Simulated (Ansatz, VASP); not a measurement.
## Two plane-wave programs on Sn3GeSe

```
Sn Ge Se
1.0
     3.27500    1.89082    4.61677
    -3.27500    1.89082    4.61677
     0.00000   -3.78164    4.61677
Sn Ge Se
3 1 1
Direct
  0.48871 0.95592 0.48871
  0.48871 0.48871 0.95592
  0.95592 0.48871 0.48871
  0.17183 0.17183 0.17183
  0.45686 0.45686 0.45686
```

Change from the starting cell: species swapped into the CsGeI3 type (R3m, No. 160).

Alike in both runs: functional PBE; k mesh 6 × 6 × 6; occupations gaussian, width 0.1 eV; no spin polarisation.

Ansatz relaxed the structure, and its values are those at the end. VASP's run is a single point on that final structure, the one shown.

|  | VASP | Ansatz |
| --- | --- | --- |
| version | VASP 6.6.1 | Ansatz 0.2.0 |
| potentials or method | VASP PAW PBE potentials, release 64 (Sn_d, Ge_d, Se), cutoff 520 eV | scalar-relativistic, plane waves, PAW |
| valence electrons in the cell | 62 | 72 |

|  | VASP | Ansatz | Ansatz less VASP |
| --- | --- | --- | --- |
| gap on the k mesh at the Fermi level (eV) | none | none | - |
| pressure (GPa) | 0.0 | 0.0 | +0.02 |
| rms of the force components (eV/Å) | 0.004 | 0.002 | -0.0025 |

A gap of «none» marks a metal or a gap that the smearing closes. VASP's potentials hold 62 valence electrons a cell and Ansatz's 72, so a difference there can come from the potentials and not from the codes.
